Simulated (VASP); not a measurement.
# Na2Ru (Pmmm) in VASP: notebook

Runs on Na2Ru. Level: PBE. Tasks: single point, relaxation of cell and atoms.

Program: VASP 6.6.1. These are calculated values, not measurements. Logs are shortened: lines on timing, memory, paths and dates and some standing lists are left out, and cuts for length are marked.

### 1 The cell of the first run

It takes space group Pmmm (No. 47, orthorhombic). The conventional cell has a = 3.279 Å, b = 4.637 Å, c = 6.557 Å, α = 90.00°, β = 90.00°, γ = 90.00°. Within 4.3 Å of Na (site symmetry mm2) lie 4 Na at 3.28 Å and 4 Ru at 3.28 Å. Within 4.3 Å of Ru (site symmetry mmm) lie 2 Ru at 3.28 Å and 8 Na at 3.28 Å.

### 2 Single point, PBE (atoms taken out)

INCAR reads:

```
SYSTEM = Na2Ru
PREC = Accurate ; ENCUT = 520
EDIFF = 1E-6 ; ISMEAR = 0
SIGMA = 0.1 ; LREAL = .FALSE.
LASPH = .TRUE. ; NELM = 80
ALGO = Normal ; ISIF = 2
LWAVE = .FALSE. ; LCHARG = .FALSE.
GGA = PE ; NBANDS = 21
```

KPOINTS reads:

```
Automatic mesh
0
G
  6 4 4
  0 0 0
```

POSCAR reads:

```
Na2Ru
1.0
    3.2787415200      0.0000000000      0.0000000000
    0.0000000000      4.6368407300      0.0000000000
    0.0000000000      0.0000000000      6.5574830500
Na Ru
2 1
Direct
    0.0000000000      0.0000000000      0.7500000000
    0.0000000000      0.0000000000      0.2500000000
    0.5000000000      0.5000000000      0.5000000000
```

Potentials or basis: VASP PAW PBE potentials, release 64 (Na_pv, Ru_pv).

Launch:

```bash
$ cat potpaw_PBE.64/Na_pv/POTCAR potpaw_PBE.64/Ru_pv/POTCAR > POTCAR
$ mpirun -np 1 vasp_std > vasp.out
```

OUTCAR:

```text
SYSTEM = Na2Ru
   PREC = Accurate
   ENCUT = 520
   EDIFF = 1E-6
   ISMEAR = 0
   LREAL = .FALSE.
   LASPH = .TRUE.
   NELM = 80
   ISIF = 2
   GGA = PE

 ion  position               nearest neighbor table
   1  0.000  0.000  0.750-
   2  0.000  0.000  0.250-
   3  0.500  0.500  0.500-

  LATTYP: Found a simple orthorhombic cell.
 ALAT       =     3.2787415200
 B/A-ratio  =     1.4142135639
 C/A-ratio  =     2.0000000030

  Lattice vectors:

 A1 = (   3.2787415200,   0.0000000000,   0.0000000000)
 A2 = (   0.0000000000,   4.6368407300,   0.0000000000)
 A3 = (   0.0000000000,   0.0000000000,   6.5574830500)

Analysis of symmetry for initial positions (statically):
=====================================================================
 Subroutine PRICEL returns:
 Original cell was already a primitive cell.

 Routine SETGRP: Setting up the symmetry group for a
 simple orthorhombic supercell.

 Subroutine GETGRP returns: Found  8 space group operations
 (whereof  8 operations were pure point group operations)
 out of a pool of  8 trial point group operations.

The static configuration has the point symmetry D_2h.

Analysis of symmetry for dynamics (positions and initial velocities):
=====================================================================
 Subroutine PRICEL returns:
 Original cell was already a primitive cell.

 Routine SETGRP: Setting up the symmetry group for a
 simple orthorhombic supercell.

 Subroutine GETGRP returns: Found  8 space group operations
 (whereof  8 operations were pure point group operations)
 out of a pool of  8 trial point group operations.

The dynamic configuration has the point symmetry D_2h.

 Subroutine INISYM returns: Found  8 space group operations
 (whereof  8 operations are pure point group operations),
 and found     1 'primitive' translations

----------------------------------------------------------------------------------------

                                     Primitive cell

  volume of cell :      99.6934

  direct lattice vectors                    reciprocal lattice vectors
     3.278741520  0.000000000  0.000000000     0.304995070  0.000000000  0.000000000
     0.000000000  4.636840730  0.000000000     0.000000000  0.215664082  0.000000000
     0.000000000  0.000000000  6.557483050     0.000000000  0.000000000  0.152497535

  length of vectors
     3.278741520  4.636840730  6.557483050     0.304995070  0.215664082  0.152497535

  position of ions in fractional coordinates (direct lattice)
     0.000000000  0.000000000  0.750000000
     0.000000000  0.000000000  0.250000000
     0.500000000  0.500000000  0.500000000

  ion indices of the primitive-cell ions
   primitive index   ion index
                 1           1
                 2           2
                 3           3

----------------------------------------------------------------------------------------

 KPOINTS: Automatic mesh

Automatic generation of k-mesh.
 Grid dimensions read from file:
 generate k-points for:    6    4    4

 Generating k-lattice:

  Cartesian coordinates                     Fractional coordinates (reciprocal lattice)
     0.050832512  0.000000000  0.000000000     0.166666667  0.000000000  0.000000000
     0.000000000  0.053916021  0.000000000     0.000000000  0.250000000  0.000000000
     0.000000000  0.000000000  0.038124384     0.000000000  0.000000000  0.250000000

  Length of vectors
     0.050832512  0.053916021  0.038124384

  Shift w.r.t. Gamma in fractional coordinates (k-lattice)
     0.000000000  0.000000000  0.000000000

 Subroutine IBZKPT returns following result:
 ===========================================

 Found     36 irreducible k-points:

 Following reciprocal coordinates:
            Coordinates               Weight
  0.000000  0.000000  0.000000      1.000000
  0.166667  0.000000  0.000000      2.000000
  0.333333  0.000000  0.000000      2.000000
  0.500000  0.000000  0.000000      1.000000
  0.000000  0.250000  0.000000      2.000000
  0.166667  0.250000  0.000000      4.000000
[... 16 lines left out ...]
  0.333333  0.500000  0.250000      4.000000
  0.500000  0.500000  0.250000      2.000000
 [... further k-points ...]
   k-points           NKPTS =     36   k-points in BZ     NKDIM =     36   number of bands    NBANDS=     21
   number of dos      NEDOS =    301   number of ions     NIONS =      3
   total plane-waves  NPLWV =  43200
   dimension x,y,z NGX =    24 NGY =   36 NGZ =   50
   dimension x,y,z NGXF=    48 NGYF=   72 NGZF=  100
   ions per type =               2   1
   NGX,Y,Z   is equivalent  to a cutoff of  12.17, 12.91, 12.68 a.u.
   NGXF,Y,Z  is equivalent  to a cutoff of  24.34, 25.81, 25.35 a.u.
 SYSTEM =  Na2Ru
   PREC   = accura    normal or accurate (medium, high low for compatibility)
   ISTART =      0    job   : 0-new  1-cont  2-samecut
   ICHARG =      2    charge: 1-file 2-atom 10-const
   ISPIN  =      1    spin polarized calculation?
   LNONCOLLINEAR =      F non collinear calculations
   LSORBIT =      F    spin-orbit coupling
   LASPH  =      T    aspherical Exc in radial PAW
   ENCUT  =  520.0 eV  38.22 Ry    6.18 a.u.   6.10  8.62 12.19*2*pi/ulx,y,z
   NELM   =     80;   NELMIN=  2; NELMDL= -5     # of ELM steps
   EDIFF  = 0.1E-05   stopping-criterion for ELM
   LREAL  =      F    real-space projection
   EDIFFG = 0.1E-04   stopping-criterion for IOM
   NSW    =      0    number of steps for IOM
   IBRION =     -1    ionic relax: 0-MD 1-quasi-New 2-CG
   NFREE  =      0    steps in history (QN), initial steepest desc. (CG)
   ISIF   =      2    stress and relaxation
   ISYM   =      2    0-nonsym 1-usesym 2-fastsym
   POTIM  = 0.5000    time-step for ionic-motion
   TEBEG  =    0.0;   TEEND  =   0.0 temperature during run
   PSTRESS=    0.0 pullay stress
   NELECT =      28.0000    total number of electrons
   NUPDOWN=      -1.0000    fix difference up-down
   EMIN   =  10.00;   EMAX   =-10.00  energy-range for DOS
   EFERMI =   0.00;   METHOD = LEGACY
   ISMEAR =     0;   SIGMA  =   0.10  broadening in eV -4-tet -1-fermi 0-gaus
   EFERMI_NEDOS =   21; number of points for ismear=-14 and -15
   IALGO  =     38    algorithm
   IMIX   =      4    mixing-type and parameters
     AMIX     =   0.40;   BMIX     =  1.00
     AMIX_MAG =   1.60;   BMIX_MAG =  1.00
  volume/ion in A,a.u.               =      33.23       224.25
  Fermi-wavevector in a.u.,A,eV,Ry     =   1.072108  2.025991 15.638757  1.149416
  Thomas-Fermi vector in A             =   2.207869
   LORBIT       =      0    0 simple, 1 ext, 2 COOP (PROOUT), +10 PAW based schemes
   GGA     = PE    functional components
   LHFCALC =     F    Hartree Fock is set to
   AEXX    =    0.0000 exact exchange contribution
   IVDW    =     0    specifies the selected vdW correction
   LEPSILON=     F    determine dielectric tensor
   LRPA    =     F    only Hartree local field effects (RPA)
 non-spin polarized calculation
 Gauss-broadening in eV      SIGMA  =   0.10
  energy-cutoff  :      520.00
  volume of cell :       99.69
 maximum number of plane-waves:      2724
   NGX = 13   NGY = 17   NGZ = 25

 number of electron      28.0000013 magnetization

 Free energy of the ion-electron system (eV)
  ---------------------------------------------------
  ext. energy  EPLUGINS =         0.00000000
  ---------------------------------------------------
  free energy    TOTEN  =        -7.89465429 eV

  energy without entropy =       -7.84360142  energy(sigma->0) =       -7.86912785

 E-fermi :   0.7120     XC(G=0):  -7.3526

 val. band max:        0.6883712849   @ k =   0.5000   0.0000   0.2500
 cond. band min:       0.7134619358   @ k =   0.3333   0.2500   0.0000
 fundamental gap:      0.0250906510
 Fermi energy:         0.7120317087

 k-point     1 :       0.0000    0.0000    0.0000
  band No.  band energies     occupation
      1     -40.7318      2.00000
      2     -40.5209      2.00000
      3     -40.4569      2.00000
      4     -23.4470      2.00000
      5     -23.3778      2.00000
      6     -23.3597      2.00000
[... 13 lines left out ...]
     20       7.8623      0.00000
     21       8.8025      0.00000

 k-point     2 :       0.1667    0.0000    0.0000
  band No.  band energies     occupation
      1     -40.7482      2.00000
      2     -40.5194      2.00000
      3     -40.4554      2.00000
      4     -23.4446      2.00000
      5     -23.3771      2.00000
      6     -23.3763      2.00000
[... 13 lines left out ...]
     20       8.1635      0.00000
     21       8.3550      0.00000

 k-point     3 :       0.3333    0.0000    0.0000
  band No.  band energies     occupation
      1     -40.7809      2.00000
      2     -40.5165      2.00000
      3     -40.4526      2.00000
      4     -23.4399      2.00000
      5     -23.4117      2.00000
      6     -23.4031      2.00000
[... 13 lines left out ...]
     20       7.5313      0.00000
     21       7.9924      0.00000

 k-point     4 :       0.5000    0.0000    0.0000
  band No.  band energies     occupation
      1     -40.7971      2.00000
      2     -40.5150      2.00000
      3     -40.4511      2.00000
      4     -23.4375      2.00000
      5     -23.4289      2.00000
      6     -23.4195      2.00000
[... 13 lines left out ...]
     20       7.4630      0.00000
     21       7.6324      0.00000

 k-point     5 :       0.0000    0.2500    0.0000
  band No.  band energies     occupation
      1     -40.7318      2.00000
      2     -40.5212      2.00000
      3     -40.4569      2.00000
      4     -23.4467      2.00000
      5     -23.3778      2.00000
      6     -23.3597      2.00000
[... 13 lines left out ...]
     20       6.6435      0.00000
     21       9.4160      0.00000
[... 382 lines left out ...]
     20       6.1279      0.00000
     21      10.1457      0.00000

 k-point    22 :       0.1667    0.5000    0.2500
  band No.  band energies     occupation
      1     -40.7482      2.00000
      2     -40.5200      2.00000
      3     -40.4554      2.00000
      4     -23.4343      2.00000
      5     -23.3863      2.00000
      6     -23.3760      2.00000
[... 13 lines left out ...]
     20       6.4538      0.00000
     21       9.4408      0.00000

 k-point    23 :       0.3333    0.5000    0.2500
  band No.  band energies     occupation
      1     -40.7808      2.00000
      2     -40.5171      2.00000
      3     -40.4525      2.00000
      4     -23.4301      2.00000
      5     -23.4101      2.00000
      6     -23.4043      2.00000
[... 13 lines left out ...]
     20       6.8147      0.00000
     21       7.1864      0.00000

 k-point    24 :       0.5000    0.5000    0.2500
  band No.  band energies     occupation
      1     -40.7971      2.00000
      2     -40.5156      2.00000
      3     -40.4511      2.00000
      4     -23.4280      2.00000
      5     -23.4271      2.00000
      6     -23.4208      2.00000
[... 13 lines left out ...]
     20       5.4466      0.00000
     21       6.2621      0.00000

 [... further k-points ...]

------------------------ aborting loop because EDIFF is reached ----------------------------------------

  FORCE on cell =-STRESS in cart. coord.  units (eV):
  Direction    XX          YY          ZZ          XY          YZ          ZX
  --------------------------------------------------------------------------------------
  -------------------------------------------------------------------------------------
  Total       -5.0950419     -3.5858567     -0.4582254     -0.0000000      0.0000000      0.0000000
  in kB      -81.8826337    -57.6284551     -7.3641599     -0.0000000      0.0000000      0.0000000
  external PRESSURE =     -48.9584162 kB  Pullay stress =       0.0000000 kB

 VOLUME and BASIS-vectors are now :
 -----------------------------------------------------------------------------
  energy-cutoff  :      520.00
  volume of cell :       99.69
      direct lattice vectors                 reciprocal lattice vectors
     3.278741520  0.000000000  0.000000000     0.304995070  0.000000000  0.000000000
     0.000000000  4.636840730  0.000000000     0.000000000  0.215664082  0.000000000
     0.000000000  0.000000000  6.557483050     0.000000000  0.000000000  0.152497535

 POSITION                                       TOTAL-FORCE (eV/Angst)
 -----------------------------------------------------------------------------------
      0.00000      0.00000      4.91811         0.000000      0.000000     -0.376247
      0.00000      0.00000      1.63937        -0.000000      0.000000      0.376247
      1.63937      2.31842      3.27874         0.000000      0.000000      0.000000
 -----------------------------------------------------------------------------------
    total drift:                                0.000000      0.000000     -0.000000

  FREE ENERGIE OF THE ION-ELECTRON SYSTEM (eV)
  ---------------------------------------------------
  free  energy   TOTEN  =        -7.8946542864 eV

  energy  without entropy=       -7.8436014201  energy(sigma->0) =       -7.86912785
```

It took 22 s on 1 thread of Intel Xeon 6975P-C (Granite Rapids), shared host; peak memory 0.23 GiB.

What came out:

```
Free energy            : -7.8947 eV
Pressure               : -4.9 GPa
Largest force          : 0.376 eV/Å
Band gap on the k mesh : zero (bands 14 and 15 overlap by 0.41 eV)
```

Forces on the atoms (eV/Å):
```
Na   0.000  0.000 -0.376
Na   0.000  0.000  0.376
Ru   0.000  0.000  0.000
```

Stress tensor (GPa, compression positive):
```
-8.19  0.00  0.00
 0.00 -5.76  0.00
 0.00  0.00 -0.74
```

Levels at points of the mesh, in eV from the Fermi level:
```tsv
k point	band 11	band 12	band 13	band 14	band 15	band 16	band 17	band 18
(0.00, 0.00, 0.00)	-1.30	-0.73	-0.27	0.30	0.37	0.99	1.41	3.79
(0.50, 0.00, 0.00)	-0.87	-0.82	-0.08	-0.04	0.85	2.09	3.91	4.09
(0.00, 0.50, 0.00)	-1.01	-0.69	-0.68	0.02	0.25	0.37	2.09	2.49
(0.50, 0.50, 0.00)	-0.85	-0.23	0.01	0.23	2.00	2.20	3.33	4.05
(0.00, 0.00, 0.50)	-1.29	-1.20	-0.36	-0.29	0.30	0.37	4.13	4.40
(0.50, 0.00, 0.50)	-0.87	-0.73	-0.05	0.05	1.28	1.89	2.58	3.10
(0.00, 0.50, 0.50)	-1.03	-0.36	-0.34	0.02	0.25	0.37	0.77	1.09
(0.50, 0.50, 0.50)	-0.88	-0.28	0.09	0.25	2.45	2.53	3.62	3.70
```

Caveat: the cell differs from its parent crystal (atoms taken out); the stress differs along the axes, from -8 to -1 GPa.

(Part 1 of 2 ends here.)

The gap in the log of VASP goes by the Fermi energy; the results here count the filled bands.